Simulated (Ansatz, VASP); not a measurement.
Pd in VASP and in Ansatz

```xyz
3
Lattice="1.3766 0.7948 6.8379 -1.3766 0.7948 6.8379 0.0000 -1.5895 6.8379" Properties=species:S:1:pos:R:3 pbc="T T T"
Pd    0.0000    0.0000    0.0000
Pd    0.0000    0.0000    4.5624
Pd    0.0000    0.0000   15.9513
```

Alike in both runs: functional r2SCAN; k mesh 9 × 9 × 9; occupations gaussian, width 0.1 eV; no spin polarisation.

Ansatz relaxed the structure, and its values are those at the end. VASP's run is a single point on that final structure, the one shown.

|  | VASP | Ansatz |
| --- | --- | --- |
| version | VASP 6.6.1 | Ansatz 0.2.0 |
| potentials or method | VASP PAW PBE potentials, release 64 (Pd), cutoff 520 eV | scalar-relativistic, plane waves, PAW |
| valence electrons in the cell | 30 | 54 |

|  | VASP | Ansatz | Ansatz less VASP |
| --- | --- | --- | --- |
| gap on the k mesh at the Fermi level (eV) | none | none | - |
| pressure (GPa) | 0.5 | -0.1 | -0.65 |

VASP's potentials were made for PBE, not for r2SCAN. A gap of «none» marks a metal or a gap that the smearing closes. The functional is the same, so the differences come from potentials, cutoffs and numerics. VASP's potentials hold 30 valence electrons a cell and Ansatz's 54, so a difference there can come from the potentials and not from the codes.
